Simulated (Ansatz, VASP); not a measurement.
# Sc in VASP and in Ansatz

```
Sc
1.0
     0.00000    2.33861    2.27050
     2.33861    0.00000    2.27050
     2.33861    2.33861    0.00000
Sc
1
Direct
  0.00000 0.00000 0.00000
```

Change from the starting cell: strain +0.030 along x and y, +0.000 along z, atoms carried along.

Alike in both runs: task single point; functional LDA; k mesh 18 × 18 × 18; occupations gaussian, width 0.15 eV; no spin polarisation.

```csv
,VASP,Ansatz
version,VASP 6.6.1,Ansatz 0.2.0
potentials or method,"VASP PAW LDA potentials, release 64 (Sc_sv), cutoff 520 eV","scalar-relativistic, plane waves, PAW"
valence electrons in the cell,11,11
```

```tsv
	VASP	Ansatz	Ansatz less VASP
gap on the k mesh at the Fermi level (eV)	none	none	-
pressure (GPa)	-5.1	-5.1	-0.04
traceless stress, the component that is largest in VASP (GPa)	0.55	0.55	-0.001
```

LDA's correlation is that of Perdew and Zunger in VASP and of Perdew and Wang (1992) in Ansatz. A gap of «none» marks a metal or a gap that the smearing closes.
